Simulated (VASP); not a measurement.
A run of VASP 6.6.1 is set up as follows.

File POSCAR:

```
Tc
1.0
   -1.5300000000      1.5300000000      1.5300000000
    1.5300000000     -1.5300000000      1.5300000000
    1.5300000000      1.5300000000     -1.5300000000
Tc
1
Direct
    0.0000000000      0.0000000000      0.0000000000
```

The input INCAR.step1:

```
ALGO     = Normal         # electronic algorithm
EDIFF    = 1E-5           # SCF threshold, eV
EDIFFG   = -0.005         # ionic threshold
ENCUT    = 550            # plane-wave cutoff, eV
GGA      = PE             # functional
GGA_COMPAT= False        
IBRION   = 2              # ionic algorithm
ISIF     = 3              # what is computed and relaxed
ISMEAR   = -1             # smearing method
LASPH    = True           # aspherical terms in the spheres
LCHARG   = False          # write CHGCAR
LREAL    = False          # projectors in reciprocal space
LWAVE    = True           # write WAVECAR
NELM     = 120            # most SCF steps
NELMIN   = 4            
NSW      = 100            # ionic steps
PREC     = Accurate       # precision mode
SIGMA    = 0.05           # smearing width, eV
```

Contents of INCAR.step2:

```
ALGO     = Normal         # electronic algorithm
EDIFF    = 1E-7           # SCF threshold, eV
EDIFFG   = -0.03          # ionic threshold
ENCUT    = 550            # plane-wave cutoff, eV
GGA_COMPAT= False        
IBRION   = 2              # ionic algorithm
ISIF     = 3              # what is computed and relaxed
ISMEAR   = -1             # smearing method
ISTART   = 1            
LASPH    = True           # aspherical terms in the spheres
LCHARG   = False          # write CHGCAR
LMIXTAU  = True         
LREAL    = False          # projectors in reciprocal space
LWAVE    = False          # write WAVECAR
METAGGA  = R2SCAN         # meta-GGA
NELM     = 120            # most SCF steps
NELMIN   = 4            
NSW      = 80             # ionic steps
PREC     = Accurate       # precision mode
SIGMA    = 0.05           # smearing width, eV
```

The input KPOINTS:

```
k-points
0
Gamma
  9 9 9
```

Potentials or basis: VASP PAW PBE potentials, release 64 (Tc_pv).

The run is started by

```bash
$ cat potpaw_PBE.64/Tc_pv/POTCAR > POTCAR
$ cp INCAR.step1 INCAR
$ mpirun -np 1 vasp_std > vasp.out
$ cp INCAR.step2 INCAR
$ mpirun -np 1 vasp_std > vasp.out
```

Estimate the space group after relaxing (to 0.1 Å).

Im-3m (No. 229).

What does it give for the relaxed volume?

14.41 Å³/atom.

Estimate the relaxed cell.

a = 2.655 Å, b = 2.655 Å, c = 2.655 Å, α = 109.47°, β = 109.47°, γ = 109.47°.

Final structure:
```
CELL_PARAMETERS angstrom
-1.53297 1.53297 1.53297
1.53297 -1.53297 1.53297
1.53297 1.53297 -1.53297
ATOMIC_POSITIONS crystal
Tc 0.00000 0.00000 0.00000
```

Caveat: the PAW data sets were made with another functional, which shifts forces and pressure a little.
